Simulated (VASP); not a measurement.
# CaO (Fm-3m) in VASP: notebook

The runs below take CaO through single point, with BLYP+D3(BJ), BLYP+D4, PBE.

All numbers are computed with VASP 6.6.1; they aren't measurements. Logs are shortened: lines on timing, memory, paths and dates and some standing lists are left out, and cuts for length are marked.

## 1. The cell of the first run

It takes space group Fm-3m (No. 225, cubic). The conventional cell has a = 4.763 Å, b = 4.763 Å, c = 4.763 Å, α = 90.00°, β = 90.00°, γ = 90.00°. Within 3.1 Å of Ca (site symmetry m-3m) lie 6 O at 2.38 Å. Within 3.1 Å of O (site symmetry m-3m) lie 6 Ca at 2.38 Å.

## 2. Single point, BLYP+D3(BJ)

Input file INCAR:

```
AGGAC = 1.0
AGGAX = 1.0
ALDAC = 0.0
ALDAX = 1.0
ALGO = Normal
EDIFF = 1E-6
ENCUT = 520
GGA = B5
ISIF = 2
ISMEAR = -1
IVDW = 12
LASPH = True
LCHARG = False
LREAL = False
LWAVE = False
NBANDS = 15
NELM = 100
PREC = Accurate
SIGMA = 0.05
VDW_A1 = 0.4298
VDW_A2 = 4.2359
VDW_S6 = 1.0
VDW_S8 = 2.6996
```

Input file KPOINTS:

```
k-points
0
Gamma
  10 10 10
```

Input file POSCAR:

```
CaO
1.0
    0.0000000000      2.3815757131      2.3815757131
    2.3815757131      0.0000000000      2.3815757131
    2.3815757131      2.3815757131      0.0000000000
Ca O
1 1
Direct
    0.0000000000      0.0000000000      0.0000000000
    0.5000000000      0.5000000000      0.5000000000
```

Potentials or basis: VASP PAW PBE potentials, release 64 (Ca_sv, O).

On the command line:

```sh
$ cat potpaw_PBE.64/Ca_sv/POTCAR potpaw_PBE.64/O/POTCAR > POTCAR
$ mpirun -np 1 vasp_std > vasp.out
```

OUTCAR:

```text
EDIFF = 1E-6
   ENCUT = 520
   GGA = B5
   ISIF = 2
   ISMEAR = -1
   IVDW = 12
   LASPH = True
   LREAL = False
   NELM = 100
   PREC = Accurate
 IVDW          = 12

 ion  position               nearest neighbor table
   1  0.000  0.000  0.000-   2 2.38   2 2.38   2 2.38   2 2.38   2 2.38   2 2.38
   2  0.500  0.500  0.500-   1 2.38   1 2.38   1 2.38   1 2.38   1 2.38   1 2.38

  LATTYP: Found a face centered cubic cell.
 ALAT       =     4.7631514262

  Lattice vectors:

 A1 = (   0.0000000000,   2.3815757131,   2.3815757131)
 A2 = (   2.3815757131,   0.0000000000,   2.3815757131)
 A3 = (   2.3815757131,   2.3815757131,   0.0000000000)

Analysis of symmetry for initial positions (statically):
=====================================================================
 Subroutine PRICEL returns:
 Original cell was already a primitive cell.

 Routine SETGRP: Setting up the symmetry group for a
 face centered cubic supercell.

 Subroutine GETGRP returns: Found 48 space group operations
 (whereof 48 operations were pure point group operations)
 out of a pool of 48 trial point group operations.

The static configuration has the point symmetry O_h .

Analysis of symmetry for dynamics (positions and initial velocities):
=====================================================================
 Subroutine PRICEL returns:
 Original cell was already a primitive cell.

 Routine SETGRP: Setting up the symmetry group for a
 face centered cubic supercell.

 Subroutine GETGRP returns: Found 48 space group operations
 (whereof 48 operations were pure point group operations)
 out of a pool of 48 trial point group operations.

The dynamic configuration has the point symmetry O_h .

 Subroutine INISYM returns: Found 48 space group operations
 (whereof 48 operations are pure point group operations),
 and found     1 'primitive' translations

----------------------------------------------------------------------------------------

                                     Primitive cell

  volume of cell :      27.0161

  direct lattice vectors                    reciprocal lattice vectors
     0.000000000  2.381575713  2.381575713    -0.209945036  0.209945036  0.209945036
     2.381575713  0.000000000  2.381575713     0.209945036 -0.209945036  0.209945036
     2.381575713  2.381575713  0.000000000     0.209945036  0.209945036 -0.209945036

  length of vectors
     3.368056673  3.368056673  3.368056673     0.363635470  0.363635470  0.363635470

  position of ions in fractional coordinates (direct lattice)
     0.000000000  0.000000000  0.000000000
     0.500000000  0.500000000  0.500000000

  ion indices of the primitive-cell ions
   primitive index   ion index
                 1           1
                 2           2

----------------------------------------------------------------------------------------

 KPOINTS: k-points

Automatic generation of k-mesh.
 Grid dimensions read from file:
 generate k-points for:   10   10   10

 Generating k-lattice:

  Cartesian coordinates                     Fractional coordinates (reciprocal lattice)
    -0.020994504  0.020994504  0.020994504     0.100000000  0.000000000  0.000000000
     0.020994504 -0.020994504  0.020994504     0.000000000  0.100000000  0.000000000
     0.020994504  0.020994504 -0.020994504     0.000000000  0.000000000  0.100000000

  Length of vectors
     0.036363547  0.036363547  0.036363547

  Shift w.r.t. Gamma in fractional coordinates (k-lattice)
     0.000000000  0.000000000  0.000000000

 Subroutine IBZKPT returns following result:
 ===========================================

 Found     47 irreducible k-points:

 Following reciprocal coordinates:
            Coordinates               Weight
  0.000000  0.000000  0.000000      1.000000
  0.100000  0.000000  0.000000      8.000000
  0.200000  0.000000  0.000000      8.000000
  0.300000  0.000000  0.000000      8.000000
  0.400000  0.000000  0.000000      8.000000
  0.500000  0.000000  0.000000      4.000000
[... 16 lines left out ...]
  0.300000  0.300000  0.000000      6.000000
  0.400000  0.300000  0.000000     24.000000
 [... further k-points ...]
   k-points           NKPTS =     47   k-points in BZ     NKDIM =     47   number of bands    NBANDS=     15
   number of dos      NEDOS =    301   number of ions     NIONS =      2
   total plane-waves  NPLWV =  21952
   dimension x,y,z NGX =    28 NGY =   28 NGZ =   28
   dimension x,y,z NGXF=    56 NGYF=   56 NGZF=   56
   ions per type =               1   1
   NGX,Y,Z   is equivalent  to a cutoff of  13.82, 13.82, 13.82 a.u.
   NGXF,Y,Z  is equivalent  to a cutoff of  27.64, 27.64, 27.64 a.u.
 SYSTEM =  unknown system
   PREC   = accura    normal or accurate (medium, high low for compatibility)
   ISTART =      0    job   : 0-new  1-cont  2-samecut
   ICHARG =      2    charge: 1-file 2-atom 10-const
   ISPIN  =      1    spin polarized calculation?
   LNONCOLLINEAR =      F non collinear calculations
   LSORBIT =      F    spin-orbit coupling
   LASPH  =      T    aspherical Exc in radial PAW
   ENCUT  =  520.0 eV  38.22 Ry    6.18 a.u.   6.26  6.26  6.26*2*pi/ulx,y,z
   NELM   =    100;   NELMIN=  2; NELMDL= -5     # of ELM steps
   EDIFF  = 0.1E-05   stopping-criterion for ELM
   LREAL  =      F    real-space projection
   EDIFFG = 0.1E-04   stopping-criterion for IOM
   NSW    =      0    number of steps for IOM
   IBRION =     -1    ionic relax: 0-MD 1-quasi-New 2-CG
   NFREE  =      0    steps in history (QN), initial steepest desc. (CG)
   ISIF   =      2    stress and relaxation
   ISYM   =      2    0-nonsym 1-usesym 2-fastsym
   POTIM  = 0.5000    time-step for ionic-motion
   TEBEG  =    0.0;   TEEND  =   0.0 temperature during run
   PSTRESS=    0.0 pullay stress
   NELECT =      16.0000    total number of electrons
   NUPDOWN=      -1.0000    fix difference up-down
   EMIN   =  10.00;   EMAX   =-10.00  energy-range for DOS
   EFERMI =   0.00;   METHOD = LEGACY
   ISMEAR =    -1;   SIGMA  =   0.05  broadening in eV -4-tet -1-fermi 0-gaus
   EFERMI_NEDOS =   21; number of points for ismear=-14 and -15
   IALGO  =     38    algorithm
   IMIX   =      4    mixing-type and parameters
     AMIX     =   0.40;   BMIX     =  1.00
     AMIX_MAG =   1.60;   BMIX_MAG =  1.00
  volume/ion in A,a.u.               =      13.51        91.16
  Fermi-wavevector in a.u.,A,eV,Ry     =   1.374803  2.598001 25.716140  1.890083
  Thomas-Fermi vector in A             =   2.500196
   LORBIT       =      0    0 simple, 1 ext, 2 COOP (PROOUT), +10 PAW based schemes
   GGA     = B5    functional components
   LHFCALC =     F    Hartree Fock is set to
   AEXX    =    0.0000 exact exchange contribution
   IVDW    =    12    specifies the selected vdW correction
   LEPSILON=     F    determine dielectric tensor
   LRPA    =     F    only Hartree local field effects (RPA)
 non-spin polarized calculation
  energy-cutoff  :      520.00
  volume of cell :       27.02
 maximum number of plane-waves:       745
 NGX is ok and might be reduce to    28
   NGX = 13   NGY = 13   NGZ = 13

 number of electron      15.9999997 magnetization

 Free energy of the ion-electron system (eV)
  ---------------------------------------------------
  ext. energy  EPLUGINS =         0.00000000
  ---------------------------------------------------
  free energy    TOTEN  =       -12.25185146 eV

  energy without entropy =      -12.25185146  energy(sigma->0) =      -12.25185146

 E-fermi :   3.8609     XC(G=0): -10.1607

 val. band max:        2.8284700807   @ k =   0.0000   0.0000   0.0000
 cond. band min:       6.5518826478   @ k =   0.5000   0.5000   0.0000
 fundamental gap:      3.7234125670
 Fermi energy:         3.8609040433

 k-point     1 :       0.0000    0.0000    0.0000
  band No.  band energies     occupation
      1     -34.6835      2.00000
      2     -15.5250      2.00000
      3     -15.5250      2.00000
      4     -15.5250      2.00000
      5     -12.6503      2.00000
      6       2.8285      2.00000
      7       2.8285      2.00000
      8       2.8285      2.00000
      9       8.0475      0.00000
     10       9.0686      0.00000
     11       9.0686      0.00000
     12       9.0686      0.00000
     13      10.5858      0.00000
     14      10.5858      0.00000
     15      18.6017      0.00000

 k-point     2 :       0.1000    0.0000    0.0000
  band No.  band energies     occupation
      1     -34.6725      2.00000
      2     -15.6790      2.00000
      3     -15.5305      2.00000
      4     -15.5305      2.00000
      5     -12.4903      2.00000
      6       2.4792      2.00000
      7       2.6825      2.00000
      8       2.6825      2.00000
      9       8.4925      0.00000
     10       9.0571      0.00000
     11       9.2419      0.00000
     12       9.2419      0.00000
     13      10.8352      0.00000
     14      10.8352      0.00000
     15      18.9779      0.00000

 k-point     3 :       0.2000    0.0000    0.0000
  band No.  band energies     occupation
      1     -34.6438      2.00000
      2     -16.0250      2.00000
      3     -15.5447      2.00000
      4     -15.5447      2.00000
      5     -12.1272      2.00000
      6       1.7168      2.00000
      7       2.3334      2.00000
      8       2.3334      2.00000
      9       9.0857      0.00000
     10       9.5699      0.00000
     11       9.7198      0.00000
     12       9.7198      0.00000
     13      11.4794      0.00000
     14      11.4794      0.00000
     15      19.4645      0.00000

 k-point     4 :       0.3000    0.0000    0.0000
  band No.  band energies     occupation
      1     -34.6079      2.00000
      2     -16.3822      2.00000
      3     -15.5623      2.00000
      4     -15.5623      2.00000
      5     -11.7472      2.00000
      6       0.9420      2.00000
      7       1.9524      2.00000
      8       1.9524      2.00000
      9       9.3607      0.00000
     10      10.3748      0.00000
     11      10.3748      0.00000
     12      10.7321      0.00000
     13      12.2921      0.00000
     14      12.2921      0.00000
     15      18.8431      0.00000
[... 307 lines left out ...]
 k-point    22 :      -0.2000    0.2000    0.0000
  band No.  band energies     occupation
      1     -34.5960      2.00000
      2     -16.3191      2.00000
      3     -15.7150      2.00000
      4     -15.5511      2.00000
      5     -11.7745      2.00000
      6       0.9300      2.00000
      7       1.7936      2.00000
      8       2.2186      2.00000
      9       9.0998      0.00000
     10      10.1798      0.00000
     11      10.3049      0.00000
     12      11.0337      0.00000
     13      12.6754      0.00000
     14      12.8157      0.00000
     15      19.2946      0.00000

 k-point    23 :       0.3000    0.3000    0.0000
  band No.  band energies     occupation
      1     -34.5846      2.00000
      2     -16.1543      2.00000
      3     -15.6859      2.00000
      4     -15.6859      2.00000
      5     -12.1018      2.00000
      6       1.0989      2.00000
      7       2.4925      2.00000
      8       2.4925      2.00000
      9       7.2461      0.00000
     10      10.2372      0.00000
     11      11.3148      0.00000
     12      11.4367      0.00000
     13      11.4367      0.00000
     14      13.5118      0.00000
     15      20.5354      0.00000

 k-point    24 :       0.4000    0.3000    0.0000
  band No.  band energies     occupation
      1     -34.5621      2.00000
      2     -16.2202      2.00000
      3     -15.7397      2.00000
      4     -15.7105      2.00000
      5     -12.1096      2.00000
      6       1.1771      2.00000
      7       2.2809      2.00000
      8       2.3774      2.00000
      9       7.2203      0.00000
     10      10.7585      0.00000
     11      11.6456      0.00000
     12      11.7395      0.00000
     13      11.8592      0.00000
     14      13.9637      0.00000
     15      18.8665      0.00000

 [... further k-points ...]

------------------------ aborting loop because EDIFF is reached ----------------------------------------

 Edisp (eV)   -1.28955

 E8    (eV) :    -0.9595

  FORCE on cell =-STRESS in cart. coord.  units (eV):
  Direction    XX          YY          ZZ          XY          YZ          ZX
  --------------------------------------------------------------------------------------
  -------------------------------------------------------------------------------------
  Total       0.12515     0.12515     0.12515     0.00000     0.00000     0.00000
  in kB       7.42182     7.42182     7.42182     0.00000     0.00000     0.00000
  external pressure =        7.42 kB  Pullay stress =        0.00 kB

 VOLUME and BASIS-vectors are now :
 -----------------------------------------------------------------------------
  energy-cutoff  :      520.00
  volume of cell :       27.02
      direct lattice vectors                 reciprocal lattice vectors
     0.000000000  2.381575713  2.381575713    -0.209945036  0.209945036  0.209945036
     2.381575713  0.000000000  2.381575713     0.209945036 -0.209945036  0.209945036
     2.381575713  2.381575713  0.000000000     0.209945036  0.209945036 -0.209945036

 POSITION                                       TOTAL-FORCE (eV/Angst)
 -----------------------------------------------------------------------------------
      0.00000      0.00000      0.00000         0.000000     -0.000000      0.000000
      2.38158      2.38158      2.38158        -0.000000      0.000000     -0.000000
 -----------------------------------------------------------------------------------
    total drift:                                0.000000      0.000000      0.000000

  FREE ENERGIE OF THE ION-ELECTRON SYSTEM (eV)
  ---------------------------------------------------
  free  energy   TOTEN  =       -13.5413988308 eV

  energy  without entropy=      -13.5413988308  energy(sigma->0) =      -13.54139883
```

It took 14 s on 1 thread of Intel Xeon 6975P-C (Granite Rapids), shared host; peak memory 0.17 GiB.

Results:

| Property | Result |
| --- | --- |
| Free energy | -13.5414 eV |
| Pressure | 0.7 GPa |
| Band gap on the k mesh | 3.72 eV (least direct gap 4.08 eV) |
| Dispersion energy per atom | -0.645 eV |

Levels at points of the mesh, in eV from the valence-band top:
```
           k point  band 6  band 7  band 8  band 9  band 10  band 11
(0.00, 0.00, 0.00)    0.00    0.00    0.00    5.22     6.24     6.24
(0.50, 0.00, 0.00)   -2.63   -1.25   -1.25    7.19     8.39     8.39
(0.50, 0.50, 0.00)   -1.24   -0.36   -0.36    3.72     8.19     8.92
```

Caveat: the PAW data sets were made with another functional, which shifts forces and pressure a little.

## 3. Single point, BLYP+D4

This run uses another cell than the first one, of 13.93 Å³/atom.

Input file INCAR:

```
SYSTEM = CaO
PREC = Accurate
ENCUT = 520
EDIFF = 1E-6
ISMEAR = -1
SIGMA = 0.05
LREAL = .False.
LASPH = .True.
NELM = 60
ALGO = Normal
ISIF = 2
LWAVE = .False.
LCHARG = .False.
GGA = B5
ALDAX = 1.0
AGGAX = 1.0
AGGAC = 1.0
ALDAC = 0.0
IVDW = 13
VDW_S6 = 1.0
VDW_S8 = 2.34076671
VDW_A1 = 0.44488865
VDW_A2 = 4.0933009
NBANDS = 15
```

Input file KPOINTS:

```
regular mesh
0
Gamma
  10 10 10
  0 0 0
```

Input file POSCAR:

```
CaO
1.0
    0.0000000000      2.4058864150      2.4058864150
    2.4058864150      0.0000000000      2.4058864150
    2.4058864150      2.4058864150      0.0000000000
Ca O
1 1
Direct
    0.0000000000      0.0000000000      0.0000000000
    0.5000000000      0.5000000000      0.5000000000
```

Potentials or basis: VASP PAW PBE potentials, release 64 (Ca_sv, O).

On the command line:

```sh
$ cat potpaw_PBE.64/Ca_sv/POTCAR potpaw_PBE.64/O/POTCAR > POTCAR
$ mpirun -np 1 vasp_std > vasp.out
```

Wall time 14 s (1 thread of Intel Xeon 6975P-C (Granite Rapids), shared host); peak memory 0.16 GiB.

Results (log left out):

| Property | Result |
| --- | --- |
| Free energy | -12.8878 eV |
| Pressure | 0.7 GPa |
| Band gap on the k mesh | 3.73 eV (least direct gap 4.10 eV) |
| Dispersion energy per atom | -0.300 eV |

Levels at points of the mesh, in eV from the valence-band top:
| k point | band 5 | band 6 | band 7 | band 8 | band 9 | band 10 | band 11 | band 12 |
| --- | --- | --- | --- | --- | --- | --- | --- | --- |
| (0.00, 0.00, 0.00) | -15.42 | 0.00 | 0.00 | 0.00 | 4.96 | 6.16 | 6.16 | 6.16 |
| (0.50, 0.00, 0.00) | -14.27 | -2.56 | -1.19 | -1.19 | 7.04 | 8.22 | 8.22 | 8.80 |
| (0.50, 0.50, 0.00) | -15.19 | -1.25 | -0.37 | -0.37 | 3.73 | 7.96 | 8.75 | 9.35 |

Caveat: the PAW data sets were made with another functional, which shifts forces and pressure a little. A k mesh can miss the band edges.

[end of part 1 of 2]
